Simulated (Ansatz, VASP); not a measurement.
Si2Mo in VASP and in Ansatz

The input INCAR:

```
PREC = Accurate ; ENCUT = 520
EDIFF = 1E-7 ; ISMEAR = 0
SIGMA = 0.15 ; LREAL = F
LASPH = T ; NELM = 80
ALGO = Normal ; ISIF = 2
LWAVE = F ; LCHARG = F
GGA = PE ; NBANDS = 18
```

The input KPOINTS:

```
Automatic mesh
0
Gamma
  18 18 18
```

File POSCAR:

```
Si2Mo
1.0
   -1.6514324432      1.6514324432      3.9366136217
    1.6514324432     -1.6514324432      3.9366136217
    1.6514324432      1.6514324432     -3.9366136217
Si Mo
2 1
Direct
    0.3350971189      0.3350971189      0.0000000000
    0.6649028811      0.6649028811      0.0000000000
    0.0000000000      0.0000000000      0.0000000000
```

Input for Ansatz:

```yaml
crystal:
  lattice:
    - [-1.6514324432, 1.6514324432, 3.9366136217]
    - [1.6514324432, -1.6514324432, 3.9366136217]
    - [1.6514324432, 1.6514324432, -3.9366136217]
  atoms:
    - { symbol: Si, position: [0.3350971189, 0.3350971189, 0.0] }
    - { symbol: Si, position: [0.6649028811, 0.6649028811, 0.0] }
    - { symbol: Mo, position: [0.0, 0.0, 0.0] }
basis:
  ecutwfc: 420
kpoints:
  mp_grid: { grid: [18, 18, 18] }
hamiltonian:
  xc: pbe
  pseudopotentials: { kind: paw, azcp: { folder: soft_1 } }
scf:
  occupations: { method: gaussian, width: 0.15 }
output:
  forces: true
  stress: true
  eigenvalues: true
```

Change from the starting cell: mode 7 frozen in at +0.000 Å, equal normal strain along x and y +0.0267.

Alike in both runs: task single point; functional PBE; k mesh 18 × 18 × 18; occupations gaussian, width 0.15 eV; no spin polarisation.

|  | VASP | Ansatz |
| --- | --- | --- |
| version | VASP 6.6.1 | Ansatz 0.2.0 |
| potentials or method | VASP PAW PBE potentials, release 64 (Si, Mo_sv), cutoff 520 eV | scalar-relativistic, plane waves, PAW |
| valence electrons in the cell | 22 | 22 |

|  | VASP | Ansatz | Ansatz less VASP |
| --- | --- | --- | --- |
| gap on the k mesh at the Fermi level (eV) | none | none | - |
| pressure (GPa) | -9.1 | -9.2 | -0.12 |
| traceless stress, the component that is largest in VASP (GPa) | 5.12 | 5.13 | +0.010 |
| rms of the force components (eV/Å) | 0.038 | 0.038 | +0.0007 |

Atom by atom the forces differ by 0.001 eV/Å (rms over components). A gap of «none» marks a metal or a gap that the smearing closes.
